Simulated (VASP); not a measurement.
# NiO (Fm-3m) in VASP: further runs

Runs on NiO. Level: PBE+U. Tasks: single point.

All numbers are computed with VASP 6.6.1; they aren't measurements. Logs are shortened: lines on timing, memory, paths and dates and some standing lists are left out, and cuts for length are marked.

**1. The cell of the first run**

Symmetry: Fm-3m, No. 225, cubic system. The conventional cell has a = 4.351 Å, b = 4.351 Å, c = 4.351 Å, α = 90.00°, β = 90.00°, γ = 90.00°. Ni (site symmetry m-3m) has 6 O at 2.18 Å within 2.9 Å. O (site symmetry m-3m) has 6 Ni at 2.18 Å within 2.9 Å.

**2. Single point, PBE+U, collinear spin, ferromagnetic start (volume scaled by 1.06)**

INCAR reads:

```
SYSTEM = NiO
PREC = Accurate
ENCUT = 520
EDIFF = 1E-7
ISMEAR = 0
SIGMA = 0.02
LREAL = .False.
LASPH = .True.
NELM = 150
ALGO = Normal
ISIF = 2
LWAVE = .False.
LCHARG = .True.
ISPIN = 2
MAGMOM = 1.91 0.21
LORBIT = 11
LMAXMIX = 4
LDAU = .True.
LDAUTYPE = 2
LDAUL = 2 -1
LDAUU = 6.2 0
LDAUJ = 0 0
LDAUPRINT = 1
GGA = PE
LELF = .True.
LVHAR = .True.
NBANDS = 19
```

KPOINTS reads:

```
regular mesh
0
Gamma
  12 12 12
  0 0 0
```

POSCAR reads:

```
NiO
1.0
    0.0000000000      2.1755862567      2.1755862567
    2.1755862567      0.0000000000      2.1755862567
    2.1755862567      2.1755862567      0.0000000000
Ni O
1 1
Direct
    0.0000000000      0.0000000000      0.0000000000
    0.5000000000      0.5000000000      0.5000000000
```

Potentials or basis: VASP PAW PBE potentials, release 64 (Ni, O).

Run with:

```
> cat potpaw_PBE.64/Ni/POTCAR potpaw_PBE.64/O/POTCAR > POTCAR
> mpirun -np 1 vasp_std > vasp.out
```

OUTCAR:

```text
SYSTEM = NiO
   PREC = Accurate
   ENCUT = 520
   EDIFF = 1E-7
   ISMEAR = 0
   LREAL = .False.
   LASPH = .True.
   NELM = 150
   ISIF = 2
   ISPIN = 2
   LORBIT = 11
   GGA = PE

 ion  position               nearest neighbor table
   1  0.000  0.000  0.000-   2 2.18   2 2.18   2 2.18   2 2.18   2 2.18   2 2.18
   2  0.500  0.500  0.500-   1 2.18   1 2.18   1 2.18   1 2.18   1 2.18   1 2.18

  LATTYP: Found a face centered cubic cell.
 ALAT       =     4.3511725134

  Lattice vectors:

 A1 = (   0.0000000000,   2.1755862567,   2.1755862567)
 A2 = (   2.1755862567,   0.0000000000,   2.1755862567)
 A3 = (   2.1755862567,   2.1755862567,   0.0000000000)

Analysis of symmetry for initial positions (statically):
=====================================================================
 Subroutine PRICEL returns:
 Original cell was already a primitive cell.

 Routine SETGRP: Setting up the symmetry group for a
 face centered cubic supercell.

 Subroutine GETGRP returns: Found 48 space group operations
 (whereof 48 operations were pure point group operations)
 out of a pool of 48 trial point group operations.

The static configuration has the point symmetry O_h .

Analysis of symmetry for dynamics (positions and initial velocities):
=====================================================================
 Subroutine PRICEL returns:
 Original cell was already a primitive cell.

 Routine SETGRP: Setting up the symmetry group for a
 face centered cubic supercell.

 Subroutine GETGRP returns: Found 48 space group operations
 (whereof 48 operations were pure point group operations)
 out of a pool of 48 trial point group operations.

The dynamic configuration has the point symmetry O_h .

Analysis of structural, dynamic, and magnetic symmetry:
=====================================================================
 Subroutine PRICEL returns:
 Original cell was already a primitive cell.

 Routine SETGRP: Setting up the symmetry group for a
 face centered cubic supercell.

 Subroutine GETGRP returns: Found 48 space group operations
 (whereof 48 operations were pure point group operations)
 out of a pool of 48 trial point group operations.

The overall configuration has the point symmetry O_h .

 Subroutine INISYM returns: Found 48 space group operations
 (whereof 48 operations are pure point group operations),
 and found     1 'primitive' translations

----------------------------------------------------------------------------------------

                                     Primitive cell

  volume of cell :      20.5949

  direct lattice vectors                    reciprocal lattice vectors
     0.000000000  2.175586257  2.175586257    -0.229823110  0.229823110  0.229823110
     2.175586257  0.000000000  2.175586257     0.229823110 -0.229823110  0.229823110
     2.175586257  2.175586257  0.000000000     0.229823110  0.229823110 -0.229823110

  length of vectors
     3.076743590  3.076743590  3.076743590     0.398065304  0.398065304  0.398065304

  position of ions in fractional coordinates (direct lattice)
     0.000000000  0.000000000  0.000000000
     0.500000000  0.500000000  0.500000000

  ion indices of the primitive-cell ions
   primitive index   ion index
                 1           1
                 2           2

----------------------------------------------------------------------------------------

 KPOINTS: regular mesh

Automatic generation of k-mesh.
 Grid dimensions read from file:
 generate k-points for:   12   12   12

 Generating k-lattice:

  Cartesian coordinates                     Fractional coordinates (reciprocal lattice)
    -0.019151926  0.019151926  0.019151926     0.083333333  0.000000000  0.000000000
[... 56 lines left out ...]
   LASPH  =      T    aspherical Exc in radial PAW
   ENCUT  =  520.0 eV  38.22 Ry    6.18 a.u.   5.72  5.72  5.72*2*pi/ulx,y,z
   NELM   =    150;   NELMIN=  2; NELMDL= -5     # of ELM steps
   EDIFF  = 0.1E-06   stopping-criterion for ELM
   LREAL  =      F    real-space projection
   EDIFFG = 0.1E-05   stopping-criterion for IOM
   NSW    =      0    number of steps for IOM
   IBRION =     -1    ionic relax: 0-MD 1-quasi-New 2-CG
   NFREE  =      0    steps in history (QN), initial steepest desc. (CG)
   ISIF   =      2    stress and relaxation
   ISYM   =      2    0-nonsym 1-usesym 2-fastsym
   POTIM  = 0.5000    time-step for ionic-motion
   TEBEG  =    0.0;   TEEND  =   0.0 temperature during run
   PSTRESS=    0.0 pullay stress
   NELECT =      16.0000    total number of electrons
   NUPDOWN=      -1.0000    fix difference up-down
   EMIN   =  10.00;   EMAX   =-10.00  energy-range for DOS
   EFERMI =   0.00;   METHOD = LEGACY
   ISMEAR =     0;   SIGMA  =   0.02  broadening in eV -4-tet -1-fermi 0-gaus
   EFERMI_NEDOS =   21; number of points for ismear=-14 and -15
   IALGO  =     38    algorithm
   IMIX   =      4    mixing-type and parameters
     AMIX     =   0.40;   BMIX     =  1.00
     AMIX_MAG =   1.60;   BMIX_MAG =  1.00
  volume/ion in A,a.u.               =      10.30        69.49
  Fermi-wavevector in a.u.,A,eV,Ry     =   1.504972  2.843985 30.816404  2.264942
  Thomas-Fermi vector in A             =   2.615882
   LORBIT       =     11    0 simple, 1 ext, 2 COOP (PROOUT), +10 PAW based schemes
 LDA+U is selected, type is set to LDAUTYPE =  2
   angular momentum for each species LDAUL =     2   -1
   U (eV)           for each species LDAUU =   6.2  0.0
   J (eV)           for each species LDAUJ =   0.0  0.0
   GGA     = PE    functional components
   LHFCALC =     F    Hartree Fock is set to
   AEXX    =    0.0000 exact exchange contribution
   IVDW    =     0    specifies the selected vdW correction
   LEPSILON=     F    determine dielectric tensor
   LRPA    =     F    only Hartree local field effects (RPA)
 spin polarized calculation
 Gauss-broadening in eV      SIGMA  =   0.02
  energy-cutoff  :      520.00
  volume of cell :       20.59
 maximum number of plane-waves:       568
   NGX = 11   NGY = 11   NGZ = 11

atom =   1  type =  1  l = 2

 onsite density matrix

spin component  1

  0.9805  0.0000  0.0000  0.0000 -0.0000
  0.0000  0.9805 -0.0000 -0.0000 -0.0000
  0.0000 -0.0000  1.0201 -0.0000  0.0000
  0.0000 -0.0000 -0.0000  0.9805  0.0000
 -0.0000 -0.0000  0.0000  0.0000  1.0201

spin component  2

  0.9792  0.0000 -0.0000  0.0000  0.0000
  0.0000  0.9792  0.0000 -0.0000  0.0000
 -0.0000  0.0000  0.1179  0.0000  0.0000
  0.0000 -0.0000  0.0000  0.9792  0.0000
  0.0000  0.0000  0.0000  0.0000  0.1179

 occupancies and eigenvectors

  o =  0.1179  v =  0.0000  0.0000  0.0000  0.0000  0.0000  0.0000 -0.0000 -0.0015  0.0000  1.0000      0.0000  0.0000  0.0000  0.0000  0.0000  0.0000  0.0000  0.0000  0.0000  0.0000
  o =  0.1179  v =  0.0000  0.0000  0.0000  0.0000  0.0000  0.0000 -0.0000  1.0000 -0.0000  0.0015      0.0000  0.0000  0.0000  0.0000  0.0000  0.0000  0.0000  0.0000  0.0000  0.0000
  o =  0.9792  v =  0.0000  0.0000  0.0000  0.0000  0.0000  1.0000  0.0000  0.0000  0.0000  0.0000      0.0000  0.0000  0.0000  0.0000  0.0000  0.0000  0.0000  0.0000  0.0000  0.0000
  o =  0.9792  v =  0.0000  0.0000  0.0000  0.0000  0.0000  0.0000 -0.9895 -0.0000 -0.1445  0.0000      0.0000  0.0000  0.0000  0.0000  0.0000  0.0000  0.0000  0.0000  0.0000  0.0000
  o =  0.9792  v =  0.0000  0.0000  0.0000  0.0000  0.0000  0.0000 -0.1445  0.0000  0.9895  0.0000      0.0000  0.0000  0.0000  0.0000  0.0000  0.0000  0.0000  0.0000  0.0000  0.0000
  o =  0.9805  v =  0.0000  0.9901 -0.0000  0.1402 -0.0000  0.0000  0.0000  0.0000  0.0000  0.0000      0.0000  0.0000  0.0000  0.0000  0.0000  0.0000  0.0000  0.0000  0.0000  0.0000
  o =  0.9805  v =  0.0000 -0.1402 -0.0000  0.9901  0.0000  0.0000  0.0000  0.0000  0.0000  0.0000      0.0000  0.0000  0.0000  0.0000  0.0000  0.0000  0.0000  0.0000  0.0000  0.0000
  o =  0.9805  v =  1.0000  0.0000  0.0000  0.0000  0.0000  0.0000  0.0000  0.0000  0.0000  0.0000      0.0000  0.0000  0.0000  0.0000  0.0000  0.0000  0.0000  0.0000  0.0000  0.0000
  o =  1.0201  v =  0.0000  0.0000  1.0000  0.0000  0.0005  0.0000  0.0000  0.0000  0.0000  0.0000      0.0000  0.0000  0.0000  0.0000  0.0000  0.0000  0.0000  0.0000  0.0000  0.0000
  o =  1.0201  v =  0.0000  0.0000 -0.0005 -0.0000  1.0000  0.0000  0.0000  0.0000  0.0000  0.0000      0.0000  0.0000  0.0000  0.0000  0.0000  0.0000  0.0000  0.0000  0.0000  0.0000

 number of electron      15.9999983 magnetization       2.0000004

 Free energy of the ion-electron system (eV)
  ---------------------------------------------------
  ext. energy  EPLUGINS =         0.00000000
  ---------------------------------------------------
  free energy    TOTEN  =       -10.05548808 eV

  energy without entropy =      -10.05548808  energy(sigma->0) =      -10.05548808

 E-fermi :   5.3956     XC(G=0): -11.9441

 val. band max:        5.1987627802   @ k =   0.5000   0.0000   0.0000
 cond. band min:       7.2366401645   @ k =   0.0000   0.0000   0.0000
 fundamental gap:      2.0378773842
 Fermi energy:         5.3956312156

 spin component 1

 k-point     1 :       0.0000    0.0000    0.0000
  band No.  band energies     occupation
      1     -12.6185      1.00000
      2      -0.8238      1.00000
      3      -0.8237      1.00000
      4       0.2885      1.00000
      5       0.2886      1.00000
      6       0.2886      1.00000
[... 1049 lines left out ...]
     18      35.1312      0.00000
     19      35.6892      0.00000

 [... further k-points ...]
[... 5 lines left out ...]
  --------------------------------------------------------------------------------------
  -------------------------------------------------------------------------------------
  Total       -2.0015429     -2.0015429     -2.0015429      0.0000000      0.0000000     -0.0000000
  in kB     -155.7100260   -155.7100260   -155.7100260      0.0000000      0.0000000     -0.0000000
  external PRESSURE =    -155.7100260 kB  Pullay stress =       0.0000000 kB

 VOLUME and BASIS-vectors are now :
 -----------------------------------------------------------------------------
  energy-cutoff  :      520.00
  volume of cell :       20.59
      direct lattice vectors                 reciprocal lattice vectors
     0.000000000  2.175586257  2.175586257    -0.229823110  0.229823110  0.229823110
     2.175586257  0.000000000  2.175586257     0.229823110 -0.229823110  0.229823110
     2.175586257  2.175586257  0.000000000     0.229823110  0.229823110 -0.229823110

 POSITION                                       TOTAL-FORCE (eV/Angst)
 -----------------------------------------------------------------------------------
      0.00000      0.00000      0.00000        -0.000000      0.000000      0.000000
      2.17559      2.17559      2.17559         0.000000     -0.000000     -0.000000
 -----------------------------------------------------------------------------------
    total drift:                                0.000000     -0.000000     -0.000000

  FREE ENERGIE OF THE ION-ELECTRON SYSTEM (eV)
  ---------------------------------------------------
  free  energy   TOTEN  =       -10.0554880780 eV

  energy  without entropy=      -10.0554880780  energy(sigma->0) =      -10.05548808

 total charge

# of ion       s       p       d       tot
------------------------------------------
    1        0.312   0.340   8.133   8.785
    2        1.549   3.418   0.000   4.968
--------------------------------------------------
tot          1.861   3.759   8.133  13.753

 magnetization (x)

# of ion       s       p       d       tot
------------------------------------------
    1        0.012   0.011   1.806   1.829
    2        0.015   0.141   0.000   0.156
--------------------------------------------------
tot          0.026   0.153   1.806   1.985
```

Run time: 30 s. Hardware: 1 thread of Intel Xeon Platinum 8488C (Sapphire Rapids), shared host; peak memory 0.17 GiB.

Results:

```
Free energy                                           : -10.0555 eV
Pressure                                              : -15.6 GPa
Band gap on the k mesh                                : 2.04 eV, indirect (least direct gap 2.72 eV)
Net moment                                            : 2.00 μB per cell
Site moments                                          : Ni +1.83; O +0.16 μB
Valence electrons inside the program's atomic spheres : Ni 8.79; O 4.97
```

Eigenvalues of the final occupation matrices:
```csv
site,spin,trace,eigenvalues
site 1 d,1,4.98,0.98 0.98 0.98 1.02 1.02
site 1 d,2,3.17,0.12 0.12 0.98 0.98 0.98
```

Caveat: a cell with one magnetic atom can't hold antiferromagnetic order, which such compounds often take.

**3. Single point, PBE+U, collinear spin, ferromagnetic start (volume scaled by 1.10)**

INCAR reads:

```
SYSTEM = NiO
  ALGO = Normal
  EDIFF = 1E-6
  ENCUT = 520
  GGA = PE
  ISIF = 2
  ISMEAR = 0
  ISPIN = 2
  LASPH = .True.
  LCHARG = .True.
  LDAU = .True.
  LDAUJ = 0 0
  LDAUL = 2 -1
  LDAUPRINT = 1
  LDAUTYPE = 2
  LDAUU = 6.2 0
  LELF = .True.
  LMAXMIX = 4
  LORBIT = 11
  LREAL = .False.
  LVHAR = .True.
  LWAVE = .False.
  MAGMOM = 1.91 0.21
  NBANDS = 19
  NELM = 150
  PREC = Accurate
  SIGMA = 0.02
```

KPOINTS reads:

```
k-points
0
Gamma
  12 12 12
  0 0 0
```

POSCAR reads:

```
NiO
1.0
    0.0000000000      2.2026149367      2.2026149367
    2.2026149367      0.0000000000      2.2026149367
    2.2026149367      2.2026149367      0.0000000000
Ni O
1 1
Direct
    0.0000000000      0.0000000000      0.0000000000
    0.5000000000      0.5000000000      0.5000000000
```

Potentials or basis: VASP PAW PBE potentials, release 64 (Ni, O).

Run with:

```
> cat potpaw_PBE.64/Ni/POTCAR potpaw_PBE.64/O/POTCAR > POTCAR
> mpirun -np 1 vasp_std > vasp.out
```

Wall time 28 s (1 thread of Intel Xeon Platinum 8488C (Sapphire Rapids), shared host); peak memory 0.17 GiB.

Results (log left out):

* Free energy: -9.9713 eV
* Pressure: -19.4 GPa
* Band gap on the k mesh: 1.84 eV, indirect (least direct gap 2.42 eV)
* Net moment: 2.00 μB per cell
* Site moments: Ni +1.83; O +0.15 μB
* Valence electrons inside the program's atomic spheres: Ni 8.73; O 4.95

Levels at points of the mesh, in eV from the valence-band top:
Spin up:
```
           k point  band 6  band 7  band 8  band 9  band 10  band 11  band 12  band 13
(0.00, 0.00, 0.00)   -4.90   -0.88   -0.88   -0.88     1.84    17.05    17.05    17.05
(0.50, 0.00, 0.00)   -4.57   -3.12    0.00    0.00     6.32     9.65    13.90    13.90
(0.50, 0.50, 0.00)   -4.33   -4.33   -2.03   -2.03     6.00    10.86    11.17    15.91
```
Spin down:
```
           k point  band 5  band 6  band 7  band 8  band 9  band 10
(0.00, 0.00, 0.00)   -0.58   -0.58   -0.58    2.18    2.69     2.69
(0.50, 0.00, 0.00)   -2.30   -1.50   -1.50    4.48    4.48     6.50
(0.50, 0.50, 0.00)   -3.25   -1.75   -1.75    3.03    3.24     6.64
```

Eigenvalues of the final occupation matrices:
```tsv
site	spin	trace	eigenvalues
site 1 d	1	4.97	0.98 0.98 0.98 1.02 1.02
site 1 d	2	3.16	0.11 0.11 0.98 0.98 0.98
```

Caveat: a cell with one magnetic atom can't hold antiferromagnetic order, which such compounds often take. A k mesh can miss the band edges.
